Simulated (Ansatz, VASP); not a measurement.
AlFe3: VASP beside Ansatz

INCAR

```
SYSTEM = AlFe3
  PREC = Accurate
  ENCUT = 600
  EDIFF = 1E-6
  ISMEAR = 0
  SIGMA = 0.1
  LREAL = .False.
  LASPH = .True.
  NELM = 150
  ALGO = Fast
  ISIF = 3
  LWAVE = .False.
  LCHARG = .False.
  ISPIN = 2
  MAGMOM = 0 2.65 2.19 2.19
  LORBIT = 11
  LMAXMIX = 4
  GGA = PS
  IBRION = 2
  NSW = 100
  EDIFFG = -0.05
```

KPOINTS

```
Automatic mesh
0
Gamma
  6 6 6
  0 0 0
```

The input POSCAR:

```
AlFe3
1.0
    0.0000000000      2.8871421494      2.8871421494
    2.8871421494      0.0000000000      2.8871421494
    2.8871421494      2.8871421494      0.0000000000
Al Fe
1 3
Direct
    0.0000000000      0.0000000000      0.0000000000
    0.5000000000      0.5000000000      0.5000000000
    0.2500000000      0.2500000000      0.2500000000
    0.7500000000      0.7500000000      0.7500000000
```

Input for Ansatz:

```yaml
crystal:
  lattice:
    - [0.0, 2.8871421494, 2.8871421494]
    - [2.8871421494, 0.0, 2.8871421494]
    - [2.8871421494, 2.8871421494, 0.0]
  atoms:
    - { symbol: Al, position: [0.0, 0.0, 0.0] }
    - { symbol: Fe, position: [0.5, 0.5, 0.5], spin: 2.65 }
    - { symbol: Fe, position: [0.25, 0.25, 0.25], spin: 2.19 }
    - { symbol: Fe, position: [0.75, 0.75, 0.75], spin: 2.19 }
basis:
  ecutwfc: 420
kpoints:
  mp_grid: { grid: [6, 6, 6] }
hamiltonian:
  xc: pbesol
scf:
  occupations: { method: gaussian, width: 0.1 }
output:
  forces: true
  stress: true
  eigenvalues: true
  populations: true
magnetization:
  spin_polarized: true
relax:
  adjacent_minimum: "off"
  f_tol: 0.05
  max_steps: 80
  cell: { stress_tol: 0.5 }
```

Alike in both runs: task relaxation of cell and atoms; functional PBEsol; k mesh 6 × 6 × 6; occupations gaussian, width 0.1 eV; collinear spin.

|  | VASP | Ansatz |
| --- | --- | --- |
| version | VASP 6.6.1 | Ansatz 0.2.0 |
| potentials or method | VASP PAW PBE potentials, release 64 (Al, Fe), cutoff 600 eV | scalar-relativistic, plane waves, PAW |
| valence electrons in the cell | 27 | 51 |

```tsv
	VASP	Ansatz	Ansatz less VASP
gap on the k mesh at the Fermi level, each at its own relaxed structure (eV)	none	none	-
net moment per atom (μB)	1.49	1.49	-0.003
size of the moment on the site where the two differ most (μB)	2.36	2.39	+0.030
relaxed volume (Å³/atom)	11.40	11.39	-0.008
relaxed length of the cell vector where the two differ most in proportion (Å)	4.010	4.009	-0.0009
```

VASP's potentials were made for PBE, not for PBEsol. Site moments also hang on the region over which each program counts them. A gap of «none» marks a metal or a gap that the smearing closes. VASP's potentials hold 27 valence electrons a cell and Ansatz's 51, so a difference there can come from the potentials and not from the codes.
